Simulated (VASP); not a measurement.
# Si16O (a cell with a defect) in VASP: molecular dynamics with PBE

Aim: the molecular dynamics of Si16O (a cell with a defect) with PBE.

Program: VASP 6.6.1. These are calculated values, not measurements. Logs are shortened: lines on timing, memory, paths and dates and some standing lists are left out, and cuts for length are marked.

## Step 1: The cell of the first run

The cell holds a defect, 17 atoms: a = 7.679 Å, b = 7.679 Å, c = 7.679 Å, α = 60.00°, β = 60.00°, γ = 60.00°.

## Step 2: Molecular dynamics, PBE, collinear spin, zero start

File INCAR:

```
SYSTEM = Si16O
ALGO     = Normal         ! electronic algorithm
EDIFF    = 1E-5           ! SCF threshold, eV
ENCUT    = 520            ! plane-wave cutoff, eV
GGA      = PE             ! functional
IBRION   = 0              ! ionic algorithm
ISIF     = 2              ! what is computed and relaxed
ISMEAR   = -1             ! smearing method
ISPIN    = 2              ! spin polarisation
ISYM     = 0            
KPAR     = 2            
LASPH    = .True.         ! aspherical terms in the spheres
LCHARG   = .False.        ! write CHGCAR
LORBIT   = 11             ! projections on sites
LREAL    = Auto         
LWAVE    = .False.        ! write WAVECAR
MAGMOM   = 0 0 0 0 0 0 0 0 0 0 0 0 0 0 0 0 0 ! initial moments
MDALGO   = 2            
NCORE    = 2            
NELM     = 150            ! most SCF steps
NELMIN   = 4            
NSW      = 40             ! ionic steps
POTIM    = 1.5            ! step
PREC     = Accurate       ! precision mode
RANDOM_SEED= 797077 0 0   
SIGMA    = 0.02           ! smearing width, eV
SMASS    = 0            
TEBEG    = 1200.0       
TEEND    = 1200.0
```

File KPOINTS:

```
k-points
0
Gamma
  2 2 2
  0 0 0
```

File POSCAR:

```
Si16O
1.0
    0.0000000000      5.4300000000      5.4300000000
    5.4300000000      0.0000000000      5.4300000000
    5.4300000000      5.4300000000      0.0000000000
Si O
16 1
Direct
   -0.0184177100      0.0420179000     -0.0049898600
    0.1569061700      0.1074133900      0.1280300200
    0.0116562700     -0.0050724500      0.4985001600
    0.1213554200      0.1335133800      0.6239825500
   -0.0193398300      0.4807172000     -0.0047300700
    0.1332760900      0.6344213400      0.0986315600
    0.0092401400      0.5095456600      0.4719289500
    0.1212264800      0.6211624300      0.6244570700
    0.5133434600      0.0134134400     -0.0401603100
    0.6077763300      0.1073390200      0.1279744100
    0.4950426300     -0.0049293300      0.4984104200
    0.6379363500      0.1376033400      0.5866764700
    0.5434900700      0.4807639700     -0.0048939800
    0.6073090100      0.6569824800      0.1284782500
    0.4948791500      0.5112479600      0.4989006200
    0.6330868500      0.6213291400      0.6243070400
    0.8261466400      0.3258064400      1.0219673900
```

Potentials or basis: VASP PAW PBE potentials, release 64 (Si, O).

Command:

```
cat potpaw_PBE.64/Si/POTCAR potpaw_PBE.64/O/POTCAR > POTCAR
mpirun -np 4 vasp_std > vasp.out
```

OUTCAR:

```text
SYSTEM = Si16O
   EDIFF = 1E-5
   ENCUT = 520
   GGA = PE
   IBRION = 0
   ISIF = 2
   ISMEAR = -1
   ISPIN = 2
   ISYM = 0
   LASPH = .True.
   LORBIT = 11
   LREAL = Auto
   NELM = 150
   NELMIN = 4
   NSW = 40
   POTIM = 1.5
   PREC = Accurate
   TEBEG = 1200.0

 ion  position               nearest neighbor table
   1  0.982  0.042  0.995-  17 1.95   4 2.34   2 2.38  10 2.38   6 2.56
   2  0.157  0.107  0.128-   9 2.26   3 2.33   5 2.38   1 2.38  17 2.52
   3  0.012  0.995  0.499-   2 2.33   8 2.35   4 2.35  12 2.36
   4  0.121  0.134  0.624-   1 2.34  11 2.35   3 2.35   7 2.36
   5  0.981  0.481  0.995-  17 1.95   8 2.34   2 2.38  14 2.38   6 2.58
   6  0.133  0.634  0.099-   7 2.34   1 2.56   5 2.58  13 2.58
   7  0.009  0.510  0.472-   6 2.34   4 2.36   8 2.37  16 2.37
   8  0.121  0.621  0.624-   5 2.34  15 2.35   3 2.35   7 2.37
   9  0.513  0.013  0.960-   2 2.26  10 2.26  14 2.26  12 2.34
  10  0.608  0.107  0.128-   9 2.26  11 2.33  13 2.38   1 2.38  17 2.52
  11  0.495  0.995  0.498-  10 2.33   4 2.35  16 2.35  12 2.36
  12  0.638  0.138  0.587-   9 2.34  11 2.36  15 2.36   3 2.36
  13  0.543  0.481  0.995-  17 1.95  16 2.34  10 2.38  14 2.38   6 2.58
  14  0.607  0.657  0.128-   9 2.26  15 2.33   5 2.38  13 2.38  17 2.53
  15  0.495  0.511  0.499-  14 2.33   8 2.35  16 2.35  12 2.36
  16  0.633  0.621  0.624-  13 2.34  15 2.35  11 2.35   7 2.37
  17  0.826  0.326  0.022-  13 1.95   5 1.95   1 1.95   2 2.52  10 2.52  14 2.53

IMPORTANT INFORMATION: All symmetrisations will be switched off!
NOSYMM: (Re-)initialisation of all symmetry stuff for point group C_1.

----------------------------------------------------------------------------------------

                                     Primitive cell

  volume of cell :     320.2060

  direct lattice vectors                    reciprocal lattice vectors
     0.000000000  5.430000000  5.430000000    -0.092081031  0.092081031  0.092081031
     5.430000000  0.000000000  5.430000000     0.092081031 -0.092081031  0.092081031
     5.430000000  5.430000000  0.000000000     0.092081031  0.092081031 -0.092081031

  length of vectors
     7.679179644  7.679179644  7.679179644     0.159489025  0.159489025  0.159489025

  position of ions in fractional coordinates (direct lattice)
     0.981582290  0.042017900  0.995010140
     0.156906170  0.107413390  0.128030020
     0.011656270  0.994927550  0.498500160
     0.121355420  0.133513380  0.623982550
     0.980660170  0.480717200  0.995269930
     0.133276090  0.634421340  0.098631560
[... 9 lines left out ...]
     0.633086850  0.621329140  0.624307040
     0.826146640  0.325806440  0.021967390

  ion indices of the primitive-cell ions
   primitive index   ion index
                 1           1
                 2           2
                 3           3
                 4           4
                 5           5
                 6           6
[... 9 lines left out ...]
                16          16
                17          17

----------------------------------------------------------------------------------------

 KPOINTS: k-points

Automatic generation of k-mesh.
 Grid dimensions read from file:
 generate k-points for:    2    2    2

 Generating k-lattice:

  Cartesian coordinates                     Fractional coordinates (reciprocal lattice)
    -0.046040516  0.046040516  0.046040516     0.500000000  0.000000000  0.000000000
     0.046040516 -0.046040516  0.046040516     0.000000000  0.500000000  0.000000000
     0.046040516  0.046040516 -0.046040516     0.000000000  0.000000000  0.500000000

  Length of vectors
     0.079744512  0.079744512  0.079744512

  Shift w.r.t. Gamma in fractional coordinates (k-lattice)
     0.000000000  0.000000000  0.000000000

 Subroutine IBZKPT returns following result:
 ===========================================

 Found      8 irreducible k-points:

 Following reciprocal coordinates:
            Coordinates               Weight
  0.000000  0.000000  0.000000      1.000000
  0.500000  0.000000  0.000000      1.000000
  0.000000  0.500000  0.000000      1.000000
  0.000000  0.000000  0.500000      1.000000
  0.500000  0.500000  0.500000      1.000000
  0.500000  0.500000  0.000000      1.000000
  0.000000  0.500000  0.500000      1.000000
  0.500000  0.000000  0.500000      1.000000
   k-points           NKPTS =      8   k-points in BZ     NKDIM =      8   number of bands    NBANDS=     44
   number of dos      NEDOS =    301   number of ions     NIONS =     17
   total plane-waves  NPLWV = 216000
   dimension x,y,z NGX =    60 NGY =   60 NGZ =   60
   dimension x,y,z NGXF=   120 NGYF=  120 NGZF=  120
   ions per type =              16   1
   NGX,Y,Z   is equivalent  to a cutoff of  12.99, 12.99, 12.99 a.u.
   NGXF,Y,Z  is equivalent  to a cutoff of  25.98, 25.98, 25.98 a.u.
 SYSTEM =  Si16O
   PREC   = accura    normal or accurate (medium, high low for compatibility)
   ISTART =      0    job   : 0-new  1-cont  2-samecut
   ICHARG =      2    charge: 1-file 2-atom 10-const
   ISPIN  =      2    spin polarized calculation?
   LNONCOLLINEAR =      F non collinear calculations
   LSORBIT =      F    spin-orbit coupling
   LASPH  =      T    aspherical Exc in radial PAW
   ENCUT  =  520.0 eV  38.22 Ry    6.18 a.u.  14.28 14.28 14.28*2*pi/ulx,y,z
   NELM   =    150;   NELMIN=  4; NELMDL= -5     # of ELM steps
   EDIFF  = 0.1E-04   stopping-criterion for ELM
   LREAL  =      T    real-space projection
   EDIFFG = 0.1E-03   stopping-criterion for IOM
   NSW    =     40    number of steps for IOM
   IBRION =      0    ionic relax: 0-MD 1-quasi-New 2-CG
   NFREE  =      0    steps in history (QN), initial steepest desc. (CG)
   ISIF   =      2    stress and relaxation
   ISYM   =      0    0-nonsym 1-usesym 2-fastsym
   POTIM  = 1.5000    time-step for ionic-motion
   TEBEG  = 1200.0;   TEEND  =1200.0 temperature during run
   PSTRESS=    0.0 pullay stress
   NELECT =      70.0000    total number of electrons
   NUPDOWN=      -1.0000    fix difference up-down
   EMIN   =  10.00;   EMAX   =-10.00  energy-range for DOS
   EFERMI =   0.00;   METHOD = LEGACY
   ISMEAR =    -1;   SIGMA  =   0.02  broadening in eV -4-tet -1-fermi 0-gaus
   EFERMI_NEDOS =   21; number of points for ismear=-14 and -15
   IALGO  =     38    algorithm
   IMIX   =      4    mixing-type and parameters
     AMIX     =   0.40;   BMIX     =  1.00
     AMIX_MAG =   1.60;   BMIX_MAG =  1.00
  volume/ion in A,a.u.               =      18.84       127.11
  Fermi-wavevector in a.u.,A,eV,Ry     =   0.986199  1.863645 13.232857  0.972588
  Thomas-Fermi vector in A             =   2.117562
   LORBIT       =     11    0 simple, 1 ext, 2 COOP (PROOUT), +10 PAW based schemes
   GGA     = PE    functional components
   LHFCALC =     F    Hartree Fock is set to
   AEXX    =    0.0000 exact exchange contribution
   IVDW    =     0    specifies the selected vdW correction
   LEPSILON=     F    determine dielectric tensor
   LRPA    =     F    only Hartree local field effects (RPA)
 molecular dynamics for ions
 spin polarized calculation
  energy-cutoff  :      520.00
  volume of cell :      320.21
 maximum number of plane-waves:      8646
 NGX is ok and might be reduce to    60
   NGX = 29   NGY = 29   NGZ = 29

--------------------------------------- Ionic step        1  -------------------------------------------

 number of electron      69.9999999 magnetization       0.0000020

 number of electron      69.9999999 magnetization      -0.0000003

 Free energy of the ion-electron system (eV)
  ---------------------------------------------------
  ext. energy  EPLUGINS =         0.00000000
  ---------------------------------------------------
  free energy    TOTEN  =       -90.49834148 eV

  energy without entropy =      -90.49778567  energy(sigma->0) =      -90.49806358

------------------------ aborting loop because EDIFF is reached ----------------------------------------

  FORCE on cell =-STRESS in cart. coord.  units (eV):
  Direction    XX          YY          ZZ          XY          YZ          ZX
  --------------------------------------------------------------------------------------
  -------------------------------------------------------------------------------------
  Total        6.5373311      6.5791166      6.5777953      0.4028050     -0.4142027     -0.4100675
  in kB       32.7100778     32.9191554     32.9125439      2.0154680     -2.0724974     -2.0518067
  external PRESSURE =      32.8472590 kB  Pullay stress =       0.0000000 kB
[... 164 lines left out ...]
  ENERGY OF THE ELECTRON-ION-THERMOSTAT SYSTEM (eV)
  ---------------------------------------------------
% ion-electron   TOTEN  =       -90.401881  see above
  kinetic energy EKIN   =         2.386375
  kin. lattice  EKIN_LAT=         0.000000  (temperature 1153.86 K)
  nose potential ES     =        -0.000645
  nose kinetic   EPS    =         0.000013
  ---------------------------------------------------
  total energy   ETOTAL =       -88.016138 eV

[... ionic steps 4 to 37 ...]

--------------------------------------- Ionic step       38  -------------------------------------------

 number of electron      69.9999999 magnetization      -0.0000053

------------------------ aborting loop because EDIFF is reached ----------------------------------------
[... 117 lines left out ...]
--------------------------------------- Ionic step       40  -------------------------------------------

 number of electron      69.9999999 magnetization       0.0000143

 Free energy of the ion-electron system (eV)
  ---------------------------------------------------
  ext. energy  EPLUGINS =         0.00000000
  ---------------------------------------------------
  free energy    TOTEN  =       -86.09554645 eV

  energy without entropy =      -86.08600721  energy(sigma->0) =      -86.09077683

 E-fermi :   6.3096     XC(G=0):  -9.6700

 val. band max:        6.1364765683   @ k =   0.0000   0.0000   0.0000
 cond. band min:       6.3143855623   @ k =   0.0000   0.0000   0.5000
 fundamental gap:      0.1779089940
 Fermi energy:         6.3096067853

 spin component 1

 k-point     1 :       0.0000    0.0000    0.0000
  band No.  band energies     occupation
      1     -14.3683      1.00000
      2      -5.7967      1.00000
      3      -4.2936      1.00000
      4      -3.9944      1.00000
      5      -3.7691      1.00000
      6      -3.1278      1.00000
[... 365 lines left out ...]
     43       8.5362      0.00000
     44       8.9426      0.00000
 Fermi energy:         6.3096067853

 spin component 2

 k-point     1 :       0.0000    0.0000    0.0000
  band No.  band energies     occupation
      1     -14.3683      1.00000
      2      -5.7967      1.00000
      3      -4.2936      1.00000
      4      -3.9944      1.00000
      5      -3.7691      1.00000
      6      -3.1278      1.00000
[... 415 lines left out ...]
  ENERGY OF THE ELECTRON-ION-THERMOSTAT SYSTEM (eV)
  ---------------------------------------------------
% ion-electron   TOTEN  =       -86.095546  see above
  kinetic energy EKIN   =         1.196872
  kin. lattice  EKIN_LAT=         0.000000  (temperature  578.71 K)
  nose potential ES     =        -3.116721
  nose kinetic   EPS    =         0.001882
  ---------------------------------------------------
  total energy   ETOTAL =       -88.013514 eV

 total charge

# of ion       s       p       d       tot
------------------------------------------
    1        0.826   0.715   0.000   1.541
    2        0.785   0.880   0.000   1.665
    3        0.782   0.850   0.000   1.632
    4        0.778   0.905   0.000   1.683
    5        0.754   0.819   0.000   1.573
    6        0.827   0.749   0.000   1.576
[... 9 lines left out ...]
   16        0.764   0.848   0.000   1.612
   17        1.599   3.439   0.000   5.039
--------------------------------------------------
tot         14.041  17.059   0.000  31.100

 magnetization (x)

# of ion       s       p       d       tot
------------------------------------------
    1       -0.000   0.000   0.000   0.000
    2        0.000   0.000   0.000   0.000
    3       -0.000   0.000   0.000   0.000
    4        0.000  -0.000   0.000   0.000
    5       -0.000  -0.000   0.000  -0.000
    6       -0.000   0.000   0.000   0.000
[... 9 lines left out ...]
   16        0.000  -0.000   0.000  -0.000
   17        0.000  -0.000   0.000  -0.000
--------------------------------------------------
tot          0.000   0.000   0.000   0.000
```

It took 32 min on 4 MPI ranks of Intel Xeon Platinum 8259CL at 2.50GHz (Skylake/Cascade Lake), shared host; peak memory 0.58 GiB.

What came out:

* Valence electrons inside the program's atomic spheres: Si 1.54, 1.67, 1.63, 1.68, 1.57, 1.58, 1.65, 1.64, 1.60, 1.62, 1.66, 1.61 (each value once); O 5.04

Caveat: the k points lie up to 0.50 Å⁻¹ apart.
